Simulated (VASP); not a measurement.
# SiC (I-4m2) in VASP: a series of runs, part 2 of 2

VASP 6.6.1.

## Step 3: Single point, PBE (strain +0.025 along x and y, -0.025 along z)

File INCAR:

```
ALGO = Normal
EDIFF = 1E-7
ENCUT = 520
GGA = PE
ISIF = 2
ISMEAR = 0
LASPH = T
LCHARG = T
LELF = T
LREAL = F
LVHAR = T
LWAVE = F
NBANDS = 11
NELM = 100
PREC = Accurate
SIGMA = 0.05
```

File KPOINTS:

```
k-points
0
Gamma
  10 10 10
```

File POSCAR:

```
SiC
1.0
    0.0000000000      2.2446106974      2.1351174926
    2.2446106974      0.0000000000      2.1351174926
    2.2446106974      2.2446106974      0.0000000000
Si C
1 1
Direct
    0.0000000000      0.0000000000      0.0000000000
    0.7500000000      0.7500000000      0.7500000000
```

Potentials or basis: VASP PAW PBE potentials, release 64 (Si, C).

On the command line:

```bash
$ cat potpaw_PBE.64/Si/POTCAR potpaw_PBE.64/C/POTCAR > POTCAR
$ mpirun -np 1 vasp_std > vasp.out
```

Run time: 7 s. Hardware: 1 thread of Intel Xeon 6975P-C (Granite Rapids), shared host; peak memory 0.14 GiB.

It converged, with:

| Quantity | Value |
| --- | --- |
| Free energy | -15.0262 eV |
| Pressure | -5.1 GPa |
| Band gap on the k mesh | 0.90 eV, indirect (least direct gap 4.44 eV) |

Stress tensor (GPa, compression positive):
```
-8.93  0.00  0.00
 0.00 -8.93  0.00
 0.00  0.00  2.61
```

Levels at points of the mesh, in eV from the valence-band top:
| k point | band 2 | band 3 | band 4 | band 5 | band 6 | band 7 |
| --- | --- | --- | --- | --- | --- | --- |
| (0.00, 0.00, 0.00) | -0.31 | -0.31 | 0.00 | 5.55 | 6.74 | 6.89 |
| (0.50, 0.00, 0.00) | -8.53 | -1.53 | -0.98 | 4.71 | 6.51 | 7.39 |
| (0.50, 0.50, 0.00) | -7.48 | -3.66 | -3.66 | 0.90 | 3.41 | 13.23 |
| (0.50, 0.00, 0.50) | -8.08 | -3.17 | -3.10 | 1.34 | 4.27 | 12.68 |

Caveat: the cell differs from its parent crystal (strain +0.025 along x and y, -0.025 along z). A k mesh can miss the band edges.

## Step 4: Single point, PBE (strain +0.050 along x and y, -0.050 along z)

File INCAR:

```
ALGO = Normal ; EDIFF = 1E-7
ENCUT = 520 ; GGA = PE
ISIF = 2 ; ISMEAR = 0
LASPH = True ; LCHARG = False
LREAL = False ; LWAVE = False
NBANDS = 11 ; NELM = 80
PREC = Accurate ; SIGMA = 0.05
```

KPOINTS is that of step 3.

File POSCAR:

```
SiC
1.0
    0.0000000000      2.2993572998      2.0803708902
    2.2993572998      0.0000000000      2.0803708902
    2.2993572998      2.2993572998      0.0000000000
Si C
1 1
Direct
    0.0000000000      0.0000000000      0.0000000000
    0.7500000000      0.7500000000      0.7500000000
```

On the command line:

```bash
$ cat potpaw_PBE.64/Si/POTCAR potpaw_PBE.64/C/POTCAR > POTCAR
$ mpirun -np 1 vasp_std > vasp.out
```

Run time: 7.7 s. Hardware: 1 thread of Intel Xeon 6975P-C (Granite Rapids), shared host; peak memory 0.14 GiB.

It converged, with:

```
Free energy            : -14.9298 eV
Pressure               : -9.6 GPa
Band gap on the k mesh : 0.51 eV, indirect (least direct gap 4.37 eV)
```

Stress tensor (GPa, compression positive):
```
-16.59   0.00   0.00
  0.00 -16.59   0.00
  0.00   0.00   4.26
```

Levels at points of the mesh, in eV from the valence-band top:
```
           k point  band 2  band 3  band 4  band 5  band 6  band 7
(0.00, 0.00, 0.00)   -0.57   -0.57    0.00    5.06    6.32    6.64
(0.50, 0.00, 0.00)   -8.60   -1.96   -0.93    4.00    5.92    7.77
(0.50, 0.50, 0.00)   -7.20   -4.11   -4.11    0.51    2.59   12.66
(0.50, 0.00, 0.50)   -8.39   -3.15   -3.01    1.36    4.30   11.59
```

Caveat: the cell differs from its parent crystal (strain +0.050 along x and y, -0.050 along z).

## Step 5: Single point, PBE (strain +0.050 along x and y, -0.025 along z)

File INCAR:

```
SYSTEM = SiC
ALGO = Normal ; EDIFF = 1E-7
ENCUT = 520 ; GGA = PE
ISIF = 2 ; ISMEAR = 0
LASPH = .True. ; LCHARG = .False.
LREAL = .False. ; LWAVE = .False.
NBANDS = 11 ; NELM = 100
PREC = Accurate ; SIGMA = 0.05
```

File KPOINTS:

```
k-points
0
Gamma
  10 10 10
  0 0 0
```

File POSCAR:

```
SiC
1.0
    0.0000000000      2.2993572998      2.1351174926
    2.2993572998      0.0000000000      2.1351174926
    2.2993572998      2.2993572998      0.0000000000
Si C
1 1
Direct
    0.0000000000      0.0000000000      0.0000000000
    0.7500000000      0.7500000000      0.7500000000
```

On the command line:

```bash
$ cat potpaw_PBE.64/Si/POTCAR potpaw_PBE.64/C/POTCAR > POTCAR
$ mpirun -np 1 vasp_std > vasp.out
```

It took 7.2 s on 1 thread of Intel Xeon 6975P-C (Granite Rapids), shared host; peak memory 0.14 GiB.

The run converged. Its results:

```
Free energy            : -14.9324 eV
Pressure               : -13.6 GPa
Band gap on the k mesh : 0.75 eV, indirect (least direct gap 4.36 eV)
```

Stress tensor (GPa, compression positive):
```
-19.02   0.00   0.00
  0.00 -19.02   0.00
  0.00   0.00  -2.85
```

Levels at points of the mesh, in eV from the valence-band top:
| k point | band 1 | band 2 | band 3 | band 4 | band 5 | band 6 | band 7 | band 8 |
| --- | --- | --- | --- | --- | --- | --- | --- | --- |
| (0.00, 0.00, 0.00) | -15.04 | -0.44 | -0.44 | 0.00 | 4.88 | 6.29 | 6.52 | 6.52 |
| (0.50, 0.00, 0.00) | -11.77 | -8.37 | -1.72 | -0.95 | 4.08 | 6.10 | 7.36 | 9.33 |
| (0.50, 0.50, 0.00) | -10.08 | -7.25 | -3.79 | -3.79 | 0.75 | 2.91 | 12.55 | 12.55 |
| (0.50, 0.00, 0.50) | -10.58 | -8.11 | -3.10 | -2.99 | 1.37 | 4.15 | 11.77 | 12.87 |

Caveat: the cell differs from its parent crystal (strain +0.050 along x and y, -0.025 along z).

## Step 6: Single point, PBE (strain +0.050 along x and y, +0.000 along z)

File INCAR:

```
SYSTEM = SiC
  PREC = Accurate
  ENCUT = 520
  EDIFF = 1E-6
  ISMEAR = 0
  SIGMA = 0.05
  LREAL = .False.
  LASPH = .True.
  NELM = 80
  ALGO = Normal
  ISIF = 2
  LWAVE = .False.
  LCHARG = .True.
  GGA = PE
  LELF = .True.
  LVHAR = .True.
  NBANDS = 11
```

File KPOINTS:

```
regular mesh
0
Gamma
  10 10 10
  0 0 0
```

File POSCAR:

```
SiC
1.0
    0.0000000000      2.2993572998      2.1898640950
    2.2993572998      0.0000000000      2.1898640950
    2.2993572998      2.2993572998      0.0000000000
Si C
1 1
Direct
    0.0000000000      0.0000000000      0.0000000000
    0.7500000000      0.7500000000      0.7500000000
```

Potentials or basis: VASP PAW PBE potentials, release 64 (Si, C).

On the command line:

```bash
$ cat potpaw_PBE.64/Si/POTCAR potpaw_PBE.64/C/POTCAR > POTCAR
$ mpirun -np 1 vasp_std > vasp.out
```

OUTCAR:

```text
SYSTEM = SiC
   PREC = Accurate
   ENCUT = 520
   EDIFF = 1E-6
   ISMEAR = 0
   LREAL = .False.
   LASPH = .True.
   NELM = 80
   ISIF = 2
   GGA = PE

 ion  position               nearest neighbor table
   1  0.000  0.000  0.000-   2 1.96   2 1.96   2 1.96   2 1.96
   2  0.750  0.750  0.750-   1 1.96   1 1.96   1 1.96   1 1.96

  LATTYP: Found a body centered tetragonal cell.
 ALAT       =     3.2517822781
 C/A-ratio  =     1.3468700594

  Lattice vectors:

 A1 = (   0.0000000000,  -2.2993572998,  -2.1898640950)
[... 514 lines left out ...]
      7      17.4285      0.00000
      8      17.6461      0.00000
      9      19.7243      0.00000
     10      23.7137      0.00000
     11      26.4741      0.00000

 [... further k-points ...]
[... 5 lines left out ...]
  --------------------------------------------------------------------------------------
  -------------------------------------------------------------------------------------
  Total       -3.0211570     -3.0211570     -1.4198848      0.0000000      0.0000000     -0.0000000
  in kB     -209.0373053   -209.0373053    -98.2434487      0.0000000      0.0000000     -0.0000000
  external PRESSURE =    -172.1060197 kB  Pullay stress =       0.0000000 kB

 VOLUME and BASIS-vectors are now :
 -----------------------------------------------------------------------------
  energy-cutoff  :      520.00
  volume of cell :       23.16
      direct lattice vectors                 reciprocal lattice vectors
     0.000000000  2.299357300  2.189864095    -0.217452068  0.217452068  0.228324671
     2.299357300  0.000000000  2.189864095     0.217452068 -0.217452068  0.228324671
     2.299357300  2.299357300  0.000000000     0.217452068  0.217452068 -0.228324671

 POSITION                                       TOTAL-FORCE (eV/Angst)
 -----------------------------------------------------------------------------------
      0.00000      0.00000      0.00000         0.000000      0.000000     -0.000000
      3.44904      3.44904      3.28480        -0.000000     -0.000000      0.000000
 -----------------------------------------------------------------------------------
    total drift:                               -0.000000     -0.000000     -0.000000

  FREE ENERGIE OF THE ION-ELECTRON SYSTEM (eV)
  ---------------------------------------------------
  free  energy   TOTEN  =       -14.9096394515 eV

  energy  without entropy=      -14.9096394515  energy(sigma->0) =      -14.90963945
```

OSZICAR:

```text
N       E                     dE             d eps       ncg     rms          rms(c)
DAV:   1     0.317801487762E+01    0.31780E+01   -0.38023E+03  2316   0.601E+02
DAV:   2    -0.158083878726E+02   -0.18986E+02   -0.18218E+02  2880   0.107E+02
DAV:   3    -0.164706266575E+02   -0.66224E+00   -0.66068E+00  2784   0.164E+01
DAV:   4    -0.164737983560E+02   -0.31717E-02   -0.31714E-02  2583   0.140E+00
DAV:   5    -0.164738148780E+02   -0.16522E-04   -0.16522E-04  2789   0.956E-02    0.773E+00
DAV:   6    -0.149363559949E+02    0.15375E+01   -0.63244E+00  2496   0.107E+01    0.333E+00
DAV:   7    -0.149162564339E+02    0.20100E-01   -0.26447E-01  2684   0.305E+00    0.160E+00
DAV:   8    -0.149094335949E+02    0.68228E-02   -0.18256E-02  2574   0.900E-01    0.171E-01
DAV:   9    -0.149095050665E+02   -0.71472E-04   -0.19303E-03  2812   0.236E-01    0.108E-01
DAV:  10    -0.149096355651E+02   -0.13050E-03   -0.29985E-04  2526   0.102E-01    0.267E-02
DAV:  11    -0.149096388828E+02   -0.33176E-05   -0.58331E-05  2676   0.374E-02    0.700E-03
DAV:  12    -0.149096394515E+02   -0.56874E-06   -0.25921E-06  2521   0.959E-03
   1 F= -.14909639E+02 E0= -.14909639E+02  d E =-.148220E-12
```

stdout:

```text
POSCAR found type information on POSCAR SiC
 POSCAR found :  2 types and       2 ions
 scaLAPACK will be used
 LDA part: xc-table for (Slater+PW92), standard interpolation
 POSCAR, INCAR and KPOINTS ok, starting setup
 FFT: planning ... GRIDC
 FFT: planning ... GRID_SOFT
 FFT: planning ... GRID
 WAVECAR not read
 entering main loop
```

Wall time 7 s (1 thread of Intel Xeon 6975P-C (Granite Rapids), shared host); peak memory 0.15 GiB.

What came out:

```
Free energy            : -14.9096 eV
Pressure               : -17.2 GPa
Band gap on the k mesh : 1.00 eV, indirect (least direct gap 4.36 eV)
```

Caveat: the cell differs from its parent crystal (strain +0.050 along x and y, +0.000 along z).

## Step 7: The runs side by side

| cell | gap on the mesh (eV) | pressure (GPa) |
| --- | --- | --- |
| a = 3.060, b = 3.060, c = 3.174 Å, angles 58.8, 58.8, 62.5°, 2 atoms | 0.64 | -0.1 |
| a = 3.098, b = 3.098, c = 3.174 Å, angles 59.2, 59.2, 61.6°, 2 atoms | 0.90 | -5.1 |
| a = 3.101, b = 3.101, c = 3.252 Å, angles 58.4, 58.4, 63.2°, 2 atoms | 0.51 | -9.6 |
| a = 3.138, b = 3.138, c = 3.252 Å, angles 58.8, 58.8, 62.4°, 2 atoms | 0.75 | -13.6 |
| a = 3.175, b = 3.175, c = 3.252 Å, angles 59.2, 59.2, 61.6°, 2 atoms | 1.00 | -17.2 |

Alike in all rows: task single point; level PBE; potentials or basis VASP PAW PBE potentials, release 64 (Si, C); no spin polarisation; k mesh 10 × 10 × 10; cutoff (eV) 520; smearing gaussian 0.05 eV.

Total energies depend on the potentials used, so only differences within one code and one set of settings carry meaning.
